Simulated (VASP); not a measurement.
Here is a VASP 6.6.1 calculation.

POSCAR

```
B
1.0
    0.0000000000      2.0324387925      2.0324387925
    2.0324387925      0.0000000000      2.0324387925
    2.0324387925      2.0324387925      0.0000000000
B
2
Direct
    0.0000000000      0.0000000000      0.0000000000
    0.2500000000      0.2500000000      0.2500000000
```

Contents of INCAR.step1:

```
SYSTEM = B
PREC     = Accurate       ! precision mode
ENCUT    = 520            ! plane-wave cutoff, eV
ISMEAR   = -1             ! smearing method
SIGMA    = 0.1            ! smearing width, eV
LREAL    = .FALSE.        ! projectors in reciprocal space
LASPH    = .TRUE.         ! aspherical terms in the spheres
NELM     = 100            ! most SCF steps
NBANDS   = 10             ! bands
GGA      = PE             ! functional
ALGO     = Normal         ! electronic algorithm
EDIFF    = 1E-4           ! SCF threshold, eV
LWAVE    = .TRUE.         ! write WAVECAR
LCHARG   = .FALSE.        ! write CHGCAR
```

File INCAR.step2:

```
SYSTEM = B
PREC     = Accurate       ! precision mode
ENCUT    = 520            ! plane-wave cutoff, eV
EDIFF    = 1E-6           ! SCF threshold, eV
ISMEAR   = -1             ! smearing method
SIGMA    = 0.1            ! smearing width, eV
LREAL    = .FALSE.        ! projectors in reciprocal space
LASPH    = .TRUE.         ! aspherical terms in the spheres
NELM     = 100            ! most SCF steps
ALGO     = Normal         ! electronic algorithm
ISIF     = 2              ! what is computed and relaxed
LWAVE    = .FALSE.        ! write WAVECAR
LCHARG   = .TRUE.         ! write CHGCAR
METAGGA  = R2SCAN         ! meta-GGA
LMIXTAU  = .TRUE.       
LELF     = .TRUE.         ! ELF
LVHAR    = .TRUE.       
NBANDS   = 10             ! bands
ISTART   = 1
```

KPOINTS

```
regular mesh
0
G
  14 14 14
  0 0 0
```

Potentials or basis: VASP PAW PBE potentials, release 64 (B).

Command:

```bash
$ cat potpaw_PBE.64/B/POTCAR > POTCAR
$ cp INCAR.step1 INCAR
$ mpirun -np 1 vasp_std > vasp.out
$ cp INCAR.step2 INCAR
$ mpirun -np 1 vasp_std > vasp.out
```

Q: What does it give for the band gap on the k mesh?

A: Zero (band 3 reaches 7.96 eV, above the bottom of band 4 at 0.51 eV).

Q: Predict the pressure.

A: -1.4 GPa.

Caveat: the PAW data sets were made with another functional, which shifts forces and pressure a little.
